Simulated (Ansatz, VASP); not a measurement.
One calculation of Yb, two programs

```
Yb
1.0
     0.00000    2.61516    2.61516
     2.61516    0.00000    2.61516
     2.61516    2.61516    0.00000
Yb
1
Cartesian
  0.0000 0.0000 0.0000
```

Alike in both runs: task single point; functional PBE; k mesh 10 × 10 × 10; occupations methfessel-paxton of order 1, width 0.6 eV; no spin polarisation.

|  | VASP | Ansatz |
| --- | --- | --- |
| version | VASP 6.6.1 | Ansatz 0.2.0 |
| potentials or method | VASP PAW PBE potentials, release 64 (Yb), cutoff 520 eV | plane waves (420 eV) with PAW, scalar-relativistic |
| valence electrons in the cell | 24 | 24 |

|  | VASP | Ansatz | Ansatz less VASP |
| --- | --- | --- | --- |
| pressure (GPa) | -0.4 | -0.2 | +0.22 |

Spin-orbit coupling is off throughout.
